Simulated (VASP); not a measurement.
Runs of VASP 6.6.1 on Nb. The structure is that of space group P6_3/mmc (No. 194), or close to it. The cells are those of the table. This isn't the form of Nb at room conditions, which is bcc.

```tsv
cell	k mesh	gap on the mesh (eV)	pressure (GPa)
a = 2.812, b = 2.812, c = 5.161 Å, angles 90.0, 90.0, 120.0°, 2 atoms	12 × 12 × 7	none	(a)
a = 2.774, b = 2.774, c = 5.091 Å, angles 90.0, 90.0, 120.0°, 2 atoms	14 × 14 × 7	none	7.7
a = 2.812, b = 2.812, c = 5.161 Å, angles 90.0, 90.0, 120.0°, 2 atoms	14 × 14 × 7	none	-0.3
a = 2.694, b = 2.694, c = 4.945 Å, angles 90.0, 90.0, 120.0°, 2 atoms	14 × 14 × 7	none	29.0
a = 2.734, b = 2.734, c = 5.019 Å, angles 90.0, 90.0, 120.0°, 2 atoms	14 × 14 × 7	none	(b)
```

Alike in all rows: task single point; level LDA; potentials or basis VASP PAW LDA potentials, release 64 (Nb_sv); no spin polarisation; cutoff (eV) 520; smearing fermi-dirac 0.1 eV.

Problem. Fill in the values left out.

Solution. (a) -0.1; (b) 17.3.

Caveats: the cell stands under pressure (at least some runs).

A k mesh can miss the band edges, and the runs leave out spin-orbit coupling on Nb.

A gap of «none» marks levels without a gap at the run's occupations.
